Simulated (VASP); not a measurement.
# Hf in VASP: single point with PBEsol+D4

Aim: the single point of Hf with PBEsol+D4.

Program: VASP 6.6.1. These are calculated values, not measurements. Logs are shortened: lines on timing, memory, paths and dates and some standing lists are left out, and cuts for length are marked.

### 1 The cell of the first run

The cell holds a slab with vacuum, 3 atoms: a = 3.154 Å, b = 3.154 Å, c = 25.075 Å, α = 90.00°, β = 90.00°, γ = 120.00°.

### 2 Single point, PBEsol+D4

INCAR reads:

```
PREC = Accurate ; ENCUT = 400
EDIFF = 1E-6 ; ISMEAR = 1
SIGMA = 0.1 ; LREAL = F
LASPH = T ; NELM = 120
ALGO = Normal ; ISIF = 2
LWAVE = F ; LCHARG = F
LDIPOL = T ; IDIPOL = 3
DIPOL = 0.5 0.5 0.375 ; GGA = PS
IVDW = 13 ; NBANDS = 22
GGA_COMPAT = F ; NELMDL = -8
```

KPOINTS reads:

```
regular mesh
0
Gamma
  12 12 1
```

POSCAR reads:

```
Hf
1.0
    3.1543023929      0.0000000000      0.0000000000
   -1.5771511964      2.7317060034      0.0000000000
    0.0000000000      0.0000000000     25.0752403944
Hf
3
Direct
    0.6666666667      0.3333333333      0.2791598362
    0.3333333333      0.6666666667      0.3721645590
    0.6666666667      0.3333333333      0.4744276724
```

Potentials or basis: VASP PAW PBE potentials, release 64 (Hf_pv).

The run is started by

```sh
cat potpaw_PBE.64/Hf_pv/POTCAR > POTCAR
mpirun -np 1 vasp_std > vasp.out
```

OUTCAR:

```text
PREC = Accurate
   ENCUT = 400
   EDIFF = 1E-6
   ISMEAR = 1
   LREAL = F
   LASPH = T
   NELM = 120
   ISIF = 2
   GGA = PS
   IVDW = 13
   NELMDL = -8

 ion  position               nearest neighbor table
   1  0.667  0.333  0.279-   2 2.96   2 2.96   2 2.96
   2  0.333  0.667  0.372-   1 2.96   1 2.96   1 2.96   3 3.15   3 3.15   3 3.15
   3  0.667  0.333  0.474-   2 3.15   2 3.15   2 3.15

  LATTYP: Found a hexagonal cell.
 ALAT       =     3.1543023929
 C/A-ratio  =     7.9495359896

  Lattice vectors:

 A1 = (   3.1543023929,   0.0000000000,   0.0000000000)
 A2 = (  -1.5771511964,   2.7317060034,   0.0000000000)
 A3 = (   0.0000000000,   0.0000000000,  25.0752403944)

Analysis of symmetry for initial positions (statically):
=====================================================================
 Subroutine PRICEL returns:
 Original cell was already a primitive cell.

 Routine SETGRP: Setting up the symmetry group for a
 hexagonal supercell.

 Subroutine GETGRP returns: Found  6 space group operations
 (whereof  6 operations were pure point group operations)
 out of a pool of 24 trial point group operations.

The static configuration has the point symmetry C_3v.

Analysis of symmetry for dynamics (positions and initial velocities):
=====================================================================
 Subroutine PRICEL returns:
 Original cell was already a primitive cell.

 Routine SETGRP: Setting up the symmetry group for a
 hexagonal supercell.

 Subroutine GETGRP returns: Found  6 space group operations
 (whereof  6 operations were pure point group operations)
 out of a pool of 24 trial point group operations.

The dynamic configuration has the point symmetry C_3v.

 Subroutine INISYM returns: Found  6 space group operations
 (whereof  6 operations are pure point group operations),
 and found     1 'primitive' translations

----------------------------------------------------------------------------------------

                                     Primitive cell

  volume of cell :     216.0640

  direct lattice vectors                    reciprocal lattice vectors
     3.154302393  0.000000000  0.000000000     0.317027309  0.183035802  0.000000000
    -1.577151196  2.731706003  0.000000000     0.000000000  0.366071605  0.000000000
     0.000000000  0.000000000 25.075240394     0.000000000  0.000000000  0.039879977

  length of vectors
[... 84 lines left out ...]
   ISIF   =      2    stress and relaxation
   ISYM   =      2    0-nonsym 1-usesym 2-fastsym
   POTIM  = 0.5000    time-step for ionic-motion
   TEBEG  =    0.0;   TEEND  =   0.0 temperature during run
   PSTRESS=    0.0 pullay stress
   NELECT =      30.0000    total number of electrons
   NUPDOWN=      -1.0000    fix difference up-down
   EMIN   =  10.00;   EMAX   =-10.00  energy-range for DOS
   EFERMI =   0.00;   METHOD = LEGACY
   ISMEAR =     1;   SIGMA  =   0.10  broadening in eV -4-tet -1-fermi 0-gaus
   EFERMI_NEDOS =   21; number of points for ismear=-14 and -15
   IALGO  =     38    algorithm
   IMIX   =      4    mixing-type and parameters
     AMIX     =   0.40;   BMIX     =  1.00
     AMIX_MAG =   1.60;   BMIX_MAG =  1.00
  volume/ion in A,a.u.               =      72.02       486.02
  Fermi-wavevector in a.u.,A,eV,Ry     =   0.847724  1.601966  9.777635  0.718636
  Thomas-Fermi vector in A             =   1.963275
   LORBIT       =      0    0 simple, 1 ext, 2 COOP (PROOUT), +10 PAW based schemes
   GGA     = PS    functional components
   LHFCALC =     F    Hartree Fock is set to
   AEXX    =    0.0000 exact exchange contribution
   IVDW    =    13    specifies the selected vdW correction
   LEPSILON=     F    determine dielectric tensor
   LRPA    =     F    only Hartree local field effects (RPA)
 non-spin polarized calculation
 Methfessel and Paxton  Order N= 1 SIGMA  =   0.10
  energy-cutoff  :      400.00
  volume of cell :      216.06
 maximum number of plane-waves:      3949
 NGX is ok and might be reduce to    24
   NGX = 11   NGY = 11   NGZ = 81

 dipolmoment           0.000000      0.000000      0.000223 electrons x Angstroem

 number of electron      29.9999997 magnetization

 dipolmoment           0.000000      0.000000     -0.006253 electrons x Angstroem

 Free energy of the ion-electron system (eV)
  ---------------------------------------------------
  ext. energy  EPLUGINS =         0.00000000
  ---------------------------------------------------
  free energy    TOTEN  =       -29.36468060 eV

  energy without entropy =      -29.36424603  energy(sigma->0) =      -29.36453575

 E-fermi :  -1.4309     XC(G=0):  -4.2791

 val. band max:       -1.4371667182   @ k =   0.3333   0.3333   0.0000
 cond. band min:      -1.4281218073   @ k =   0.4167   0.0833   0.0000
 fundamental gap:      0.0090449109
 Fermi energy:        -1.4308717256

 k-point     1 :       0.0000    0.0000    0.0000
  band No.  band energies     occupation
      1     -32.3664      2.00000
      2     -32.1929      2.00000
      3     -31.7471      2.00000
      4     -31.7471      2.00000
      5     -31.6479      2.00000
      6     -31.6479      2.00000
[... 464 lines left out ...]
     21       2.3412      0.00000
     22       2.8482      0.00000

------------------------ aborting loop because EDIFF is reached ----------------------------------------

 vacuum level on the upper side and lower side of the slab       (xc-potential included)        -0.072         0.056

  DFT-D4 for vdW energy calculation

  Edisp (eV):   -0.23043

  FORCE on cell =-STRESS in cart. coord.  units (eV):
  Direction    XX          YY          ZZ          XY          YZ          ZX
  --------------------------------------------------------------------------------------
  -------------------------------------------------------------------------------------
  Total      -2.81386    -2.81386    -0.88046    -0.00000     0.00000     0.00000
  in kB     -20.86562   -20.86562    -6.52890    -0.00000     0.00000     0.00000
  external pressure =      -16.09 kB  Pullay stress =        0.00 kB

 VOLUME and BASIS-vectors are now :
 -----------------------------------------------------------------------------
  energy-cutoff  :      400.00
  volume of cell :      216.06
      direct lattice vectors                 reciprocal lattice vectors
     3.154302393  0.000000000  0.000000000     0.317027309  0.183035802  0.000000000
    -1.577151196  2.731706003  0.000000000     0.000000000  0.366071605  0.000000000
     0.000000000  0.000000000 25.075240394     0.000000000  0.000000000  0.039879977

 POSITION                                       TOTAL-FORCE (eV/Angst)
 -----------------------------------------------------------------------------------
      1.57715      0.91057      7.00000         0.000000      0.000000     -0.231474
     -0.00000      1.82114      9.33212        -0.000000     -0.000000      0.770943
      1.57715      0.91057     11.89639         0.000000      0.000000     -0.539469
 -----------------------------------------------------------------------------------
    total drift:                               -0.000000      0.000000     -0.000240

  FREE ENERGIE OF THE ION-ELECTRON SYSTEM (eV)
  ---------------------------------------------------
  free  energy   TOTEN  =       -29.5951124372 eV

  energy  without entropy=      -29.5946778671  energy(sigma->0) =      -29.59496758

 vacuum level on the upper side and lower side of the slab         2.736         2.945
```

OSZICAR:

```text
N       E                     dE             d eps       ncg     rms          rms(c)
DAV:   1     0.732772265814E+02    0.73277E+02   -0.14979E+04  1220   0.897E+02
DAV:   2    -0.259980988463E+02   -0.99275E+02   -0.94501E+02  1034   0.212E+02
DAV:   3    -0.320913056792E+02   -0.60932E+01   -0.58348E+01  1066   0.393E+01
[... 33 lines left out ...]
DAV:  37    -0.293646710279E+02   -0.27366E-05   -0.11328E-05   876   0.884E-03    0.176E-02
DAV:  38    -0.293646748712E+02   -0.38433E-05   -0.31059E-06   710   0.561E-03    0.370E-03
DAV:  39    -0.293646788821E+02   -0.40110E-05   -0.63561E-07   604   0.291E-03    0.370E-03
DAV:  40    -0.293646802157E+02   -0.13336E-05   -0.10141E-06   582   0.240E-03    0.881E-03
DAV:  41    -0.293646806045E+02   -0.38875E-06   -0.96469E-07   436   0.236E-03
   1 F= -.29595112E+02 E0= -.29594968E+02  d E =-.434570E-03
```

Wall time 7.1 min (1 thread of AMD EPYC 7R43 (Zen 3), shared host); peak memory 0.26 GiB.

Results:

- Free energy: -29.5951 eV
- Largest force: 0.771 eV/Å
- Band gap on the k mesh: zero (bands 15 and 16 overlap by 1.06 eV)
- Dispersion energy per atom: -0.077 eV

Forces on the atoms (eV/Å):
```
Hf   0.000  0.000 -0.231
Hf   0.000  0.000  0.771
Hf   0.000  0.000 -0.539
```

Caveat: the PAW data sets were made with another functional, which shifts forces and pressure a little; spin-orbit coupling is left out, which moves the levels of the heavy elements.
